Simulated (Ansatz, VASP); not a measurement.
**Ir: VASP beside Ansatz**

```
Ir
1.0
     0.00000    1.91970    1.91970
     1.91970    0.00000    1.91970
     1.91970    1.91970    0.00000
Ir
1
Direct
  0.00000 0.00000 0.00000
```

Alike in both runs: task single point; functional PBE; k mesh 15 × 15 × 15; no spin polarisation.

|  | VASP | Ansatz |
| --- | --- | --- |
| version | VASP 6.6.1 | Ansatz 0.2.0 |
| potentials or method | VASP PAW PBE potentials, release 64 (Ir), cutoff 520 eV | all-electron LAPW, scalar-relativistic |
| occupations | methfessel-paxton of order 1, width 0.025 eV | cold, width 0.025 eV |

VASP gave:

- gap on the k mesh at the Fermi level (eV): none
- pressure (GPa): 9.4

Problem. What did Ansatz give for the same quantities?

Solution. gap on the k mesh at the Fermi level (eV): none; pressure (GPa): 8.8.

A gap of «none» marks a metal or a gap that the smearing closes. Ansatz ran all-electron here, and VASP with PAW potentials.

Spin-orbit coupling is off throughout.
